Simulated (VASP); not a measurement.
# Ti (P6_3/mmc) in VASP: further runs

Aim: see how the results for Ti move with the level of theory and the settings. Levels: PBEsol, revPBE+D4, LDA, PBE. Tasks: single point, relaxation of cell and atoms.

Program: VASP 6.6.1. These are calculated values, not measurements. Logs are shortened: lines on timing, memory, paths and dates and some standing lists are left out, and cuts for length are marked.

## 1. The cell of the first run

Symmetry: P6_3/mmc, No. 194, hexagonal system. Conventional cell: a = 2.890 Å, b = 2.890 Å, c = 4.584 Å, α = 90.00°, β = 90.00°, γ = 120.00°. Within 3.7 Å of Ti (site symmetry -6m2) lie 12 Ti at 2.84 to 2.89 Å.

## 2. Single point, PBEsol (volume scaled by 0.94)

INCAR reads:

```
SYSTEM = Ti
  PREC = Accurate
  ENCUT = 520
  EDIFF = 1E-6
  ISMEAR = -1
  SIGMA = 0.05
  LREAL = .FALSE.
  LASPH = .TRUE.
  NELM = 60
  ALGO = Normal
  ISIF = 2
  LWAVE = .FALSE.
  LCHARG = .TRUE.
  GGA = PS
  LELF = .TRUE.
  LVHAR = .TRUE.
  NBANDS = 19
```

KPOINTS reads:

```
Automatic mesh
0
G
  10 10 6
  0 0 0
```

POSCAR reads:

```
Ti
1.0
    2.8897790207      0.0000000000      0.0000000000
   -1.4448895104      2.5026220433      0.0000000000
    0.0000000000      0.0000000000      4.5844629888
Ti
2
Direct
    0.6666666667      0.3333333333      0.7500000000
    0.3333333333      0.6666666667      0.2500000000
```

Potentials or basis: VASP PAW PBE potentials, release 64 (Ti_sv).

Launch:

```console
cat potpaw_PBE.64/Ti_sv/POTCAR > POTCAR
mpirun -np 1 vasp_std > vasp.out
```

OUTCAR:

```text
SYSTEM = Ti
   PREC = Accurate
   ENCUT = 520
   EDIFF = 1E-6
   ISMEAR = -1
   LREAL = .FALSE.
   LASPH = .TRUE.
   NELM = 60
   ISIF = 2
   GGA = PS

 ion  position               nearest neighbor table
   1  0.667  0.333  0.750-   2 2.84   2 2.84   2 2.84   2 2.84   2 2.84   2 2.84
   2  0.333  0.667  0.250-   1 2.84   1 2.84   1 2.84   1 2.84   1 2.84   1 2.84

  LATTYP: Found a hexagonal cell.
 ALAT       =     2.8897790207
 C/A-ratio  =     1.5864406780

  Lattice vectors:

 A1 = (   2.8897790207,   0.0000000000,   0.0000000000)
 A2 = (  -1.4448895104,   2.5026220433,   0.0000000000)
 A3 = (   0.0000000000,   0.0000000000,   4.5844629888)

Analysis of symmetry for initial positions (statically):
=====================================================================
 Subroutine PRICEL returns:
 Original cell was already a primitive cell.

 Routine SETGRP: Setting up the symmetry group for a
 hexagonal supercell.

 Subroutine GETGRP returns: Found 24 space group operations
 (whereof 12 operations were pure point group operations)
 out of a pool of 24 trial point group operations.

The static configuration has the point symmetry D_3d.
 The point group associated with its full space group is D_6h.

Analysis of symmetry for dynamics (positions and initial velocities):
=====================================================================
 Subroutine PRICEL returns:
 Original cell was already a primitive cell.

 Routine SETGRP: Setting up the symmetry group for a
 hexagonal supercell.

 Subroutine GETGRP returns: Found 24 space group operations
 (whereof 12 operations were pure point group operations)
 out of a pool of 24 trial point group operations.

The dynamic configuration has the point symmetry D_3d.
 The point group associated with its full space group is D_6h.

 Subroutine INISYM returns: Found 24 space group operations
 (whereof 12 operations are pure point group operations),
 and found     1 'primitive' translations

----------------------------------------------------------------------------------------

                                     Primitive cell

  volume of cell :      33.1549

  direct lattice vectors                    reciprocal lattice vectors
     2.889779021  0.000000000  0.000000000     0.346047221  0.199790456  0.000000000
    -1.444889510  2.502622043  0.000000000     0.000000000  0.399580913  0.000000000
     0.000000000  0.000000000  4.584462989     0.000000000  0.000000000  0.218128056

  length of vectors
     2.889779021  2.889779021  4.584462989     0.399580913  0.399580913  0.218128056

  position of ions in fractional coordinates (direct lattice)
     0.666666667  0.333333333  0.750000000
     0.333333333  0.666666667  0.250000000

  ion indices of the primitive-cell ions
   primitive index   ion index
                 1           1
                 2           2

----------------------------------------------------------------------------------------

 KPOINTS: Automatic mesh

Automatic generation of k-mesh.
 Grid dimensions read from file:
 generate k-points for:   10   10    6

 Generating k-lattice:

  Cartesian coordinates                     Fractional coordinates (reciprocal lattice)
     0.034604722  0.019979046  0.000000000     0.100000000  0.000000000  0.000000000
     0.000000000  0.039958091  0.000000000     0.000000000  0.100000000  0.000000000
     0.000000000  0.000000000  0.036354676     0.000000000  0.000000000  0.166666667

  Length of vectors
     0.039958091  0.039958091  0.036354676

  Shift w.r.t. Gamma in fractional coordinates (k-lattice)
     0.000000000  0.000000000  0.000000000

 Subroutine IBZKPT returns following result:
 ===========================================

 Found     56 irreducible k-points:

 Following reciprocal coordinates:
            Coordinates               Weight
  0.000000  0.000000  0.000000      1.000000
  0.100000  0.000000  0.000000      6.000000
  0.200000  0.000000  0.000000      6.000000
  0.300000  0.000000  0.000000      6.000000
  0.400000  0.000000  0.000000      6.000000
  0.500000  0.000000  0.000000      3.000000
[... 16 lines left out ...]
  0.300000  0.100000  0.166667     24.000000
  0.400000  0.100000  0.166667     24.000000
 [... further k-points ...]
   k-points           NKPTS =     56   k-points in BZ     NKDIM =     56   number of bands    NBANDS=     19
   number of dos      NEDOS =    301   number of ions     NIONS =      2
   total plane-waves  NPLWV =  20736
   dimension x,y,z NGX =    24 NGY =   24 NGZ =   36
   dimension x,y,z NGXF=    48 NGYF=   48 NGZF=   72
   ions per type =               2
   NGX,Y,Z   is equivalent  to a cutoff of  13.81, 13.81, 13.05 a.u.
   NGXF,Y,Z  is equivalent  to a cutoff of  27.61, 27.61, 26.11 a.u.
 SYSTEM =  Ti
   PREC   = accura    normal or accurate (medium, high low for compatibility)
   ISTART =      0    job   : 0-new  1-cont  2-samecut
   ICHARG =      2    charge: 1-file 2-atom 10-const
   ISPIN  =      1    spin polarized calculation?
   LNONCOLLINEAR =      F non collinear calculations
   LSORBIT =      F    spin-orbit coupling
   LASPH  =      T    aspherical Exc in radial PAW
   ENCUT  =  520.0 eV  38.22 Ry    6.18 a.u.   5.37  5.37  8.52*2*pi/ulx,y,z
   NELM   =     60;   NELMIN=  2; NELMDL= -5     # of ELM steps
   EDIFF  = 0.1E-05   stopping-criterion for ELM
   LREAL  =      F    real-space projection
   EDIFFG = 0.1E-04   stopping-criterion for IOM
   NSW    =      0    number of steps for IOM
   IBRION =     -1    ionic relax: 0-MD 1-quasi-New 2-CG
   NFREE  =      0    steps in history (QN), initial steepest desc. (CG)
   ISIF   =      2    stress and relaxation
   ISYM   =      2    0-nonsym 1-usesym 2-fastsym
   POTIM  = 0.5000    time-step for ionic-motion
   TEBEG  =    0.0;   TEEND  =   0.0 temperature during run
   PSTRESS=    0.0 pullay stress
   NELECT =      24.0000    total number of electrons
   NUPDOWN=      -1.0000    fix difference up-down
   EMIN   =  10.00;   EMAX   =-10.00  energy-range for DOS
   EFERMI =   0.00;   METHOD = LEGACY
   ISMEAR =    -1;   SIGMA  =   0.05  broadening in eV -4-tet -1-fermi 0-gaus
   EFERMI_NEDOS =   21; number of points for ismear=-14 and -15
   IALGO  =     38    algorithm
   IMIX   =      4    mixing-type and parameters
     AMIX     =   0.40;   BMIX     =  1.00
     AMIX_MAG =   1.60;   BMIX_MAG =  1.00
  volume/ion in A,a.u.               =      16.58       111.87
  Fermi-wavevector in a.u.,A,eV,Ry     =   1.469927  2.777759 29.397912  2.160686
  Thomas-Fermi vector in A             =   2.585245
   LORBIT       =      0    0 simple, 1 ext, 2 COOP (PROOUT), +10 PAW based schemes
   GGA     = PS    functional components
   LHFCALC =     F    Hartree Fock is set to
   AEXX    =    0.0000 exact exchange contribution
   IVDW    =     0    specifies the selected vdW correction
   LEPSILON=     F    determine dielectric tensor
   LRPA    =     F    only Hartree local field effects (RPA)
 non-spin polarized calculation
  energy-cutoff  :      520.00
  volume of cell :       33.15
 maximum number of plane-waves:       917
 NGX is ok and might be reduce to    24
   NGX = 11   NGY = 11   NGZ = 17

 number of electron      24.0000001 magnetization

 Free energy of the ion-electron system (eV)
  ---------------------------------------------------
  ext. energy  EPLUGINS =         0.00000000
  ---------------------------------------------------
  free energy    TOTEN  =       -16.68447593 eV

  energy without entropy =      -16.66511467  energy(sigma->0) =      -16.67479530

 E-fermi :   8.7001     XC(G=0): -11.8598

 val. band max:        8.6900608169   @ k =   0.3000   0.2000   0.5000
 cond. band min:       8.7205385950   @ k =   0.1000   0.0000   0.1667
 fundamental gap:      0.0304777781
 Fermi energy:         8.7001007767

 k-point     1 :       0.0000    0.0000    0.0000
  band No.  band energies     occupation
      1     -47.8406      2.00000
      2     -47.6731      2.00000
      3     -24.5901      2.00000
      4     -23.8361      2.00000
      5     -23.8361      2.00000
      6     -23.7578      2.00000
[... 11 lines left out ...]
     18      10.4187      0.00000
     19      12.0523      0.00000

 k-point     2 :       0.1000    0.0000    0.0000
  band No.  band energies     occupation
      1     -47.8286      2.00000
      2     -47.6684      2.00000
      3     -24.5643      2.00000
      4     -23.8890      2.00000
      5     -23.8536      2.00000
      6     -23.7745      2.00000
[... 11 lines left out ...]
     18      10.2571      0.00000
     19      12.1378      0.00000

 k-point     3 :       0.2000    0.0000    0.0000
  band No.  band energies     occupation
      1     -47.7962      2.00000
      2     -47.6567      2.00000
      3     -24.4924      2.00000
      4     -24.0288      2.00000
      5     -23.9138      2.00000
      6     -23.8974      2.00000
[... 11 lines left out ...]
     18      10.7513      0.00000
     19      12.2957      0.00000

 k-point     4 :       0.3000    0.0000    0.0000
  band No.  band energies     occupation
      1     -47.7531      2.00000
      2     -47.6450      2.00000
      3     -24.3897      2.00000
      4     -24.2035      2.00000
      5     -24.0780      2.00000
      6     -23.9490      2.00000
[... 11 lines left out ...]
     18      11.4722      0.00000
     19      12.4188      0.00000

 k-point     5 :       0.4000    0.0000    0.0000
  band No.  band energies     occupation
      1     -47.7134      2.00000
      2     -47.6401      2.00000
      3     -24.3453      2.00000
      4     -24.2832      2.00000
      5     -24.2057      2.00000
      6     -23.9892      2.00000
[... 11 lines left out ...]
     18      12.2733      0.00000
     19      12.4850      0.00000
[... 334 lines left out ...]
      2     -47.6701      2.00000
      3     -24.4762      2.00000
      4     -23.9568      2.00000
      5     -23.9428      2.00000
      6     -23.8701      2.00000
[... 11 lines left out ...]
     18      10.7624      0.00000
     19      12.1920      0.00000

 k-point    22 :       0.2000    0.1000    0.1667
  band No.  band energies     occupation
      1     -47.7606      2.00000
      2     -47.6567      2.00000
      3     -24.4137      2.00000
      4     -24.1031      2.00000
      5     -24.0598      2.00000
      6     -23.9274      2.00000
[... 11 lines left out ...]
     18      11.3275      0.00000
     19      12.2743      0.00000

 k-point    23 :       0.3000    0.1000    0.1667
  band No.  band energies     occupation
      1     -47.7208      2.00000
      2     -47.6465      2.00000
      3     -24.3796      2.00000
      4     -24.2321      2.00000
      5     -24.1487      2.00000
      6     -23.9850      2.00000
[... 11 lines left out ...]
     18      11.9328      0.00000
     19      12.5055      0.00000

 k-point    24 :       0.4000    0.1000    0.1667
  band No.  band energies     occupation
      1     -47.6920      2.00000
      2     -47.6445      2.00000
      3     -24.4190      2.00000
      4     -24.2860      2.00000
      5     -24.1552      2.00000
      6     -24.0111      2.00000
[... 11 lines left out ...]
     18      12.3566      0.00000
     19      13.1323      0.00000

 [... further k-points ...]
[... 5 lines left out ...]
  --------------------------------------------------------------------------------------
  -------------------------------------------------------------------------------------
  Total        0.2072225      0.2072225      0.0818647     -0.0000000     -0.0000000      0.0000000
  in kB       10.0138045     10.0138045      3.9560257     -0.0000000     -0.0000000      0.0000000
  external PRESSURE =       7.9945449 kB  Pullay stress =       0.0000000 kB

 VOLUME and BASIS-vectors are now :
 -----------------------------------------------------------------------------
  energy-cutoff  :      520.00
  volume of cell :       33.15
      direct lattice vectors                 reciprocal lattice vectors
     2.889779021  0.000000000  0.000000000     0.346047221  0.199790456  0.000000000
    -1.444889510  2.502622043  0.000000000     0.000000000  0.399580913  0.000000000
     0.000000000  0.000000000  4.584462989     0.000000000  0.000000000  0.218128056

 POSITION                                       TOTAL-FORCE (eV/Angst)
 -----------------------------------------------------------------------------------
      1.44489      0.83421      3.43835         0.000000      0.000000      0.000000
     -0.00000      1.66841      1.14612         0.000000     -0.000000      0.000000
 -----------------------------------------------------------------------------------
    total drift:                                0.000000     -0.000000      0.000000

  FREE ENERGIE OF THE ION-ELECTRON SYSTEM (eV)
  ---------------------------------------------------
  free  energy   TOTEN  =       -16.6844759256 eV

  energy  without entropy=      -16.6651146731  energy(sigma->0) =      -16.67479530
```

It took 16 s on 1 thread of Intel Xeon 6975P-C (Granite Rapids), shared host; peak memory 0.16 GiB.

Results:

```yaml
Free_energy: -16.6845 eV
Pressure: 0.8 GPa
Band_gap_on_the_k_mesh: zero (band 12 reaches 9.51 eV, above the bottom of band 13 at 8.51 eV)
```

Caveat: the PAW data sets were made with another functional, which shifts forces and pressure a little.

## 3. Single point, PBEsol (volume scaled by 1.06)

INCAR reads:

```
SYSTEM = Ti
PREC     = Accurate       ! precision mode
ENCUT    = 520            ! plane-wave cutoff, eV
EDIFF    = 1E-6           ! SCF threshold, eV
ISMEAR   = -1             ! smearing method
SIGMA    = 0.05           ! smearing width, eV
LREAL    = .False.        ! projectors in reciprocal space
LASPH    = .True.         ! aspherical terms in the spheres
NELM     = 100            ! most SCF steps
ALGO     = Fast           ! electronic algorithm
ISIF     = 2              ! what is computed and relaxed
LWAVE    = .False.        ! write WAVECAR
LCHARG   = .False.        ! write CHGCAR
GGA      = PS             ! functional
NBANDS   = 19             ! bands
```

KPOINTS reads:

```
regular mesh
0
Gamma
  10 10 6
  0 0 0
```

POSCAR reads:

```
Ti
1.0
    3.0078578261      0.0000000000      0.0000000000
   -1.5039289131      2.6048812885      0.0000000000
    0.0000000000      0.0000000000      4.7717880089
Ti
2
Direct
    0.6666666667      0.3333333333      0.7500000000
    0.3333333333      0.6666666667      0.2500000000
```

Potentials or basis: VASP PAW PBE potentials, release 64 (Ti_sv).

Launch:

```console
cat potpaw_PBE.64/Ti_sv/POTCAR > POTCAR
mpirun -np 1 vasp_std > vasp.out
```

It took 38 s on 1 thread of Intel Xeon 6975P-C (Granite Rapids), shared host; peak memory 0.16 GiB.

It converged, with:

- Free energy: -16.5370 eV
- Pressure: -11.0 GPa
- Band gap on the k mesh: zero (band 12 reaches 8.19 eV, above the bottom of band 13 at 7.21 eV)

Stress tensor (GPa, compression positive):
```
-10.82   0.00   0.00
  0.00 -10.82   0.00
  0.00   0.00 -11.33
```

Levels at points of the mesh, in eV from the Fermi level:
```
           k point  band 10  band 11  band 12  band 13  band 14  band 15
(0.00, 0.00, 0.00)    -2.51     0.60     0.74     0.74     0.83     1.18
(0.50, 0.00, 0.00)    -1.95    -1.66    -0.66     0.47     0.56     1.08
(0.00, 0.00, 0.50)    -4.26     0.09     0.09     0.65     0.65     0.65
(0.50, 0.00, 0.50)    -2.35    -0.73    -0.73     1.16     1.16     1.60
```

Caveat: the PAW data sets were made with another functional, which shifts forces and pressure a little.

(Continued in part 2 of 2.)
